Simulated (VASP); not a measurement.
A run of VASP 6.6.1 is set up as follows.

Contents of INCAR:

```
SYSTEM = In
PREC     = Accurate       ! precision mode
ENCUT    = 600            ! plane-wave cutoff, eV
EDIFF    = 1E-6           ! SCF threshold, eV
ISMEAR   = -1             ! smearing method
SIGMA    = 0.1            ! smearing width, eV
LREAL    = .FALSE.        ! projectors in reciprocal space
LASPH    = .TRUE.         ! aspherical terms in the spheres
NELM     = 80             ! most SCF steps
ALGO     = Normal         ! electronic algorithm
ISIF     = 3              ! what is computed and relaxed
LWAVE    = .FALSE.        ! write WAVECAR
LCHARG   = .FALSE.        ! write CHGCAR
IBRION   = 2              ! ionic algorithm
NSW      = 60             ! ionic steps
EDIFFG   = -0.005         ! ionic threshold
PSTRESS  = 900.0
```

KPOINTS

```
regular mesh
0
G
  16 16 9
  0 0 0
```

The input POSCAR:

```
In
1.0
    2.7751321823      0.0000000000      0.0000000000
   -1.3875660912      2.4033349687      0.0000000000
    0.0000000000      0.0000000000      4.4957141353
In
2
Direct
    0.3333333333      0.6666666667      0.2500000000
    0.6666666667      0.3333333333      0.7500000000
```

Potentials or basis: VASP PAW LDA potentials, release 64 (In_d).

Run with:

```bash
$ cat potpaw_LDA.64/In_d/POTCAR > POTCAR
$ mpirun -np 1 vasp_std > vasp.out
```

Question: Predict the relaxed volume.

Answer: 14.98 Å³/atom.

Question: Estimate the space group after relaxing (to 0.05 Å).

Answer: P6_3/mmc (No. 194).

Step by step:
```
step  energy change (eV)  largest force (eV/Å)  pressure (GPa)  volume (Å³)
   1              0.0000                0.0000           89.70        29.98
   2              0.0637                0.0000           91.37        29.85
   3              0.0421                0.0000           90.93        29.89
   4              0.0410                0.0000           90.84        29.89
   5             -0.1342                0.0000           86.62        30.21
   6              0.0060                0.0000           89.97        29.95
```

Caveat: the cell is relaxed towards a set pressure, so the enthalpy falls and the energy may rise.
